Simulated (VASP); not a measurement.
## Tl: single point with LDA

Tl:

```
Tl
1.0
    -1.94551    1.94551    1.94551
     1.94551   -1.94551    1.94551
     1.94551    1.94551   -1.94551
Tl
1
Direct
  0.00000 0.00000 0.00000
```

This cell differs from its parent crystal: volume scaled by 1.08.

```json
{
 "Program": "VASP 6.6.1",
 "Task": "single point",
 "Functional": "LDA",
 "Potentials or basis": "VASP PAW LDA potentials, release 64 (Tl_d)",
 "Cutoff": "520 eV",
 "k mesh": "13 × 13 × 13",
 "Occupations": "fermi-dirac, width 0.1 eV",
 "Spin": "no spin polarisation"
}
```

```yaml
Pressure: -2.6 GPa
```

Levels at points of the mesh, in eV from the Fermi level:
| k point | band 3 | band 4 | band 5 | band 6 | band 7 | band 8 | band 9 | band 10 |
| --- | --- | --- | --- | --- | --- | --- | --- | --- |
| (0.00, 0.00, 0.00) | -11.56 | -11.15 | -11.15 | -9.84 | 10.47 | 10.47 | 10.47 | 12.31 |

Run time: 9.1 s on 1 thread of Intel(R) Xeon(R) 6975P-C (Granite Rapids), with other jobs on the host, peak memory 0.15 GiB.

Caveat: spin-orbit coupling is left out, which moves the levels of the heavy elements.
